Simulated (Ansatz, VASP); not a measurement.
Si in VASP and in Ansatz

```xyz
4
Lattice="3.8130 0.0000 0.0000 -1.9065 3.3021 0.0000 0.0000 0.0000 6.3095" Properties=species:S:1:pos:R:3 pbc="T T T"
Si    0.0000    2.2014    0.0037
Si    1.9065    1.1007    3.1585
Si    0.0000    2.2014    2.3623
Si    1.9065    1.1007    5.5171
```

Change from the starting cell: hydrostatic strain -0.5%.

Alike in both runs: task single point; functional r2SCAN; k mesh 12 × 12 × 4; no spin polarisation.

|  | VASP | Ansatz |
| --- | --- | --- |
| version | VASP 6.6.1 | Ansatz 0.2.0 |
| potentials or method | VASP PAW PBE potentials, release 64 (Si) | plane waves, PAW |
| plane-wave cutoff (eV) | 520 | 500 |
| occupations | gaussian, width 0.01 eV | fixed |
| valence electrons in the cell | 16 | 16 |

Ansatz gave:

| Item | Value |
| --- | --- |
| gap on the k mesh at the Fermi level (eV) | 0.57 |
| pressure (GPa) | 1.5 |

Q: What did VASP give for the same quantities?

A: gap on the k mesh at the Fermi level (eV): 0.59; pressure (GPa): 1.3.

VASP's potentials were made for PBE, not for r2SCAN.
